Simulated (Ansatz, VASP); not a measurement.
## Two plane-wave programs on SnTe

INCAR

```
ALGO = Normal ; EDIFF = 1E-6
ENCUT = 500 ; GGA = CA
GGA_COMPAT = F ; ISIF = 2
ISMEAR = 0 ; LASPH = T
LCHARG = F ; LREAL = F
LWAVE = F ; NBANDS = 17
NELM = 120 ; PREC = Accurate
SIGMA = 0.01
```

Contents of KPOINTS:

```
k-points
0
Gamma
  4 4 4
```

Contents of POSCAR:

```
SnTe
1.0
    0.0000000000      3.6111500000      3.6111500000
    3.6111500000      0.0000000000      3.6111500000
    3.6111500000      3.6111500000      0.0000000000
Sn Te
1 1
Direct
    0.9923400000      0.9918700000      0.9845800000
    0.7376400000      0.7609500000      0.7361200000
```

Input for Ansatz:

```yaml
crystal:
  lattice:
    - [0.0, 3.61115, 3.61115]
    - [3.61115, 0.0, 3.61115]
    - [3.61115, 3.61115, 0.0]
  atoms:
    - { symbol: Sn, position: [0.99234, 0.99187, 0.98458] }
    - { symbol: Te, position: [0.73764, 0.76095, 0.73612] }
basis:
  ecutwfc: 540.0
  xc_grid: 2
kpoints:
  mp_grid:
    grid: [4, 4, 4]
hamiltonian:
  xc: lda
scf:
  convergence:
    dr2_threshold: 1.0e-09
  occupations:
    method: fixed
output:
  forces: true
  stress: true
```

Alike in both runs: task single point; functional LDA; k mesh 4 × 4 × 4; no spin polarisation.

|  | VASP | Ansatz |
| --- | --- | --- |
| version | VASP 6.6.1 | Ansatz 0.2.0 |
| potentials or method | VASP PAW LDA potentials, release 64 (Sn_d, Te), cutoff 500 eV | plane waves, PAW |
| occupations | gaussian, width 0.01 eV | fixed |
| valence electrons in the cell | 20 | 30 |

```csv
,VASP,Ansatz,Ansatz less VASP
pressure (GPa),-2.3,-2.2,+0.06
"traceless stress, the component that is largest in VASP (GPa)",0.32,0.31,-0.004
rms of the force components (eV/Å),0.116,0.115,-0.0004
```

LDA's correlation is that of Perdew and Zunger in VASP and of Perdew and Wang (1992) in Ansatz. Atom by atom the forces differ by 0.002 eV/Å (rms over components). VASP's potentials hold 20 valence electrons a cell and Ansatz's 30, so a difference there can come from the potentials and not from the codes. Ansatz's warnings: metallic iterate, stress scf threshold loose.

The k mesh is coarse, so the values compare programs but aren't converged. Spin-orbit coupling is off throughout.
